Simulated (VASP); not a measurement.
BN (rocksalt type), 2 atoms in the cell. It takes space group Fm-3m (No. 225, cubic). The conventional cell has a = 2.854 Å, b = 2.854 Å, c = 2.854 Å, α = 90.00°, β = 90.00°, γ = 90.00°. B (site symmetry m-3m) has 6 N at 1.43 Å within 1.9 Å. N (site symmetry m-3m) has 6 B at 1.43 Å within 1.9 Å.  This cell differs from its parent crystal: volume scaled by 0.55.

| Property | Result |
| --- | --- |
| Program | VASP 6.6.1 |
| Task | density of states |
| Functional | PBEsol |
| Potentials or basis | VASP PAW PBE potentials, release 64 (B, N) |
| Cutoff | 520 eV |
| k mesh | 15 × 15 × 15 |
| Occupations | fermi-dirac, width 0.1 eV |
| Spin | no spin polarisation |
| Dipole correction | no |
| k mesh for the DOS | 23 × 23 × 23 |
| Occupations for the DOS | tetrahedron |
| Further INCAR settings | ALGO = Normal; EDIFF = 1e-07 |

Potentials or basis: VASP PAW PBE potentials, release 64 (B, N).

Launch:

```console
$ cat potpaw_PBE.64/B/POTCAR potpaw_PBE.64/N/POTCAR > POTCAR
$ cp INCAR.step1 INCAR
$ cp KPOINTS.step1 KPOINTS
$ mpirun -np 1 vasp_std > vasp.out
$ cp INCAR.step2 INCAR
$ cp KPOINTS.step2 KPOINTS
$ mpirun -np 1 vasp_std > vasp.out
```

Hardware: 1 thread of AMD EPYC 9R45 96-Core Processor (Zen 5), on a shared host.

Q: How long does it take, and how much memory?

A: Wall time 11 s on 1 thread of AMD EPYC 9R45 96-Core Processor (Zen 5), with other jobs on the host, peak memory 0.09 GiB. Counts: k points 364.
